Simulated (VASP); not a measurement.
Wanted: the native input for a VASP 6.6.1 run.

```yaml
Task: single point
Functional: PBE
Potentials_or_basis: VASP PAW PBE potentials, release 64 (In_d, O)
Cutoff: 520 eV
k_mesh: 12 × 12 × 2
Occupations: gaussian, width 0.03 eV
Spin: no spin polarisation
Dipole_correction: no
Further_INCAR_settings: ALGO = Normal; EDIFF = 1e-06; NBANDS = 27
```

The structure of InO lies in POSCAR:

```
InO
1.0
    3.3154692493      0.0000000000      0.0000000000
   -1.6577346247      2.8712805953      0.0000000000
    0.0000000000      0.0000000000     14.6069320000
In O
2 2
Direct
    0.6666666667      0.3333333333      0.5900210000
    0.6666666667      0.3333333333      0.4099790000
    0.0000000000      0.0000000000      0.6398670000
    0.0000000000      0.0000000000      0.3601330000
```

This cell differs from its parent crystal: strain -0.040 along x and y, -0.080 along z.

The input as run:

INCAR

```
SYSTEM = InO
  ALGO = Normal
  EDIFF = 1E-6
  ENCUT = 520
  GGA = PE
  ISIF = 2
  ISMEAR = 0
  LASPH = .TRUE.
  LCHARG = .FALSE.
  LREAL = .FALSE.
  LWAVE = .FALSE.
  NBANDS = 27
  NELM = 60
  PREC = Accurate
  SIGMA = 0.03
```

KPOINTS

```
k-points
0
G
  12 12 2
  0 0 0
```

Potentials or basis: VASP PAW PBE potentials, release 64 (In_d, O).

Launch:

```console
$ cat potpaw_PBE.64/In_d/POTCAR potpaw_PBE.64/O/POTCAR > POTCAR
$ mpirun -np 1 vasp_std > vasp.out
```

Results of the run:

```
Largest force          : 1.537 eV/Å
Band gap on the k mesh : 0.67 eV (least direct gap 1.61 eV)
```

Caveat: the cell differs from its parent crystal (strain -0.040 along x and y, -0.080 along z); there is no dipole correction, which matters where the two faces differ; semilocal functionals underestimate gaps, and a narrow one can read as zero; spin-orbit coupling is left out, which moves the levels of the heavy elements.

Run time: 5.4 min on 1 thread of Intel Xeon 8259CL, with other jobs on the host, peak memory 0.34 GiB.
